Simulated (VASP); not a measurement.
Set up this calculation in VASP 6.6.1, as the native input.

| Quantity | Value |
| --- | --- |
| Task | single point |
| Functional | PBEsol |
| Potentials or basis | VASP PAW PBE potentials, release 64 (Hf_pv) |
| Cutoff | 520 eV |
| k mesh | 18 × 18 × 10 |
| Occupations | gaussian, width 0.15 eV |
| Spin | no spin polarisation |
| Dipole correction | no |
| Further INCAR settings | ALGO = Fast; EDIFF = 1e-07; NBANDS = 17 |

The structure of Hf lies in POSCAR:

```
Hf
1.0
    3.1966985242      0.0000000000      0.0000000000
   -1.5983492621      2.7684221302      0.0000000000
    0.0000000000      0.0000000000      5.0578000000
Hf
2
Direct
    0.1239882738      0.5134154467      0.1906856736
    0.6666666667      0.3333333333      0.7500000000
```

This cell differs from its parent crystal: atom 1 (Hf) moved by (-0.600, -0.300) A along [1 1 0] and z.

These files were run (other wordings do the same):

INCAR

```
PREC     = Accurate       # precision mode
ENCUT    = 520            # plane-wave cutoff, eV
EDIFF    = 1E-7           # SCF threshold, eV
ISMEAR   = 0              # smearing method
SIGMA    = 0.15           # smearing width, eV
LREAL    = F              # projectors in reciprocal space
LASPH    = T              # aspherical terms in the spheres
NELM     = 60             # most SCF steps
ALGO     = Fast           # electronic algorithm
ISIF     = 2              # what is computed and relaxed
LWAVE    = F              # write WAVECAR
LCHARG   = F              # write CHGCAR
GGA      = PS             # functional
NBANDS   = 17             # bands
```

KPOINTS

```
regular mesh
0
Gamma
  18 18 10
```

Potentials or basis: VASP PAW PBE potentials, release 64 (Hf_pv).

Command:

```bash
$ cat potpaw_PBE.64/Hf_pv/POTCAR > POTCAR
$ mpirun -np 1 vasp_std > vasp.out
```

Results of the run:

The pressure is -1.6 GPa. The largest force is 2.460 eV/Å and the band gap on the k mesh is zero (band 10 reaches 5.66 eV, above the bottom of band 11 at 3.82 eV).

Caveat: the cell differs from its parent crystal (atom 1 (Hf) moved by (-0.600, -0.300) A along [1 1 0] and z); the PAW data sets were made with another functional, which shifts forces and pressure a little; spin-orbit coupling is left out, which moves the levels of the heavy elements.

Wall time 11 min on 1 thread of AMD EPYC 9R45 96-Core Processor (Zen 5), on a shared host, peak memory 0.99 GiB.
